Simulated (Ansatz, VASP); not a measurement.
B in VASP and in Ansatz

INCAR

```
  PREC = Accurate
  ENCUT = 520
  EDIFF = 1E-6
  ISMEAR = -1
  SIGMA = 0.1
  LREAL = False
  LASPH = True
  NELM = 100
  ALGO = Normal
  ISIF = 2
  LWAVE = False
  LCHARG = False
  GGA = RE
  NBANDS = 8
```

Contents of KPOINTS:

```
Automatic mesh
0
Gamma
  21 21 21
```

File POSCAR:

```
B
1.0
   -1.1437282099      1.1437282099      1.1437282099
    1.1437282099     -1.1437282099      1.1437282099
    1.1437282099      1.1437282099     -1.1437282099
B
1
Direct
    0.0000000000      0.0000000000      0.0000000000
```

Input for Ansatz:

```yaml
crystal:
  lattice:
    - [-1.1437282099, 1.1437282099, 1.1437282099]
    - [1.1437282099, -1.1437282099, 1.1437282099]
    - [1.1437282099, 1.1437282099, -1.1437282099]
  atoms:
    - { symbol: B, position: [0.0, 0.0, 0.0] }
hamiltonian:
  xc: revpbe
  pseudopotentials:
    kind: paw
    azcp:
      B: "pseudopotentials/B.paw.azcp"
basis:
  ecutwfc: 420
  fft_grid_basis: typed
kpoints:
  mp_grid: { grid: [21, 21, 21], shift: [0, 0, 0] }
magnetization:
  spin_polarized: false
scf:
  occupations: { method: fermi_dirac, width: 0.1 }
  lower_state_search: "off"
output:
  stress: true
  write_density: true
  write_potential: true
  elf: true
  volumetric_format: npy
```

Alike in both runs: task single point; functional revPBE; k mesh 21 × 21 × 21; occupations fermi-dirac, width 0.1 eV; no spin polarisation.

```csv
,VASP,Ansatz
version,VASP 6.6.1,Ansatz 0.2.0
potentials or method,"VASP PAW PBE potentials, release 64 (B), cutoff 520 eV","plane waves (420 eV) with PAW, scalar-relativistic"
valence electrons in the cell,3,3
```

VASP gave:

```
pressure (GPa) : 9.4
```

Question: What did Ansatz give for the same quantities?

Answer: Pressure (GPa): 9.6.

VASP's potentials were made for PBE, not for revPBE. With one functional, cell and mesh, what is left measures potentials, basis and numerics.
